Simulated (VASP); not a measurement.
A run of VASP 6.6.1 is set up as follows.

File INCAR:

```
ALGO     = Normal         # electronic algorithm
EDIFF    = 1E-8           # SCF threshold, eV
ENCUT    = 520            # plane-wave cutoff, eV
GGA      = PS             # functional
IBRION   = 8              # ionic algorithm
ISIF     = 2              # what is computed and relaxed
ISMEAR   = 0              # smearing method
LASPH    = T              # aspherical terms in the spheres
LCHARG   = T              # write CHGCAR
LREAL    = F              # projectors in reciprocal space
LWAVE    = F              # write WAVECAR
NELM     = 100            # most SCF steps
NSW      = 1              # ionic steps
PREC     = Accurate       # precision mode
SIGMA    = 0.01           # smearing width, eV
```

The input KPOINTS:

```
k-points
0
Gamma
  8 8 8
```

Contents of POSCAR:

```
BeTe
1.0
    2.8362591507      2.8362591507      0.0000000000
   -2.8362591507      2.8362591507      0.0000000000
    0.0000000000      2.8362591507      2.8362591507
Be Te
1 1
Direct
    0.0000000000      0.0000000000      0.0000000000
    0.7500000000      0.2500000000      0.5000000000
```

Potentials or basis: VASP PAW PBE potentials, release 64 (Be, Te).

The run is started by

```sh
$ cat potpaw_PBE.64/Be/POTCAR potpaw_PBE.64/Te/POTCAR > POTCAR
$ mpirun -np 1 vasp_std > vasp.out
```

(1) Predict the highest phonon frequency at Γ, LO-TO splitting left out.

## Answers

(1) 451 cm⁻¹.

Caveat: the cell stands under pressure or tension, which shifts response properties.
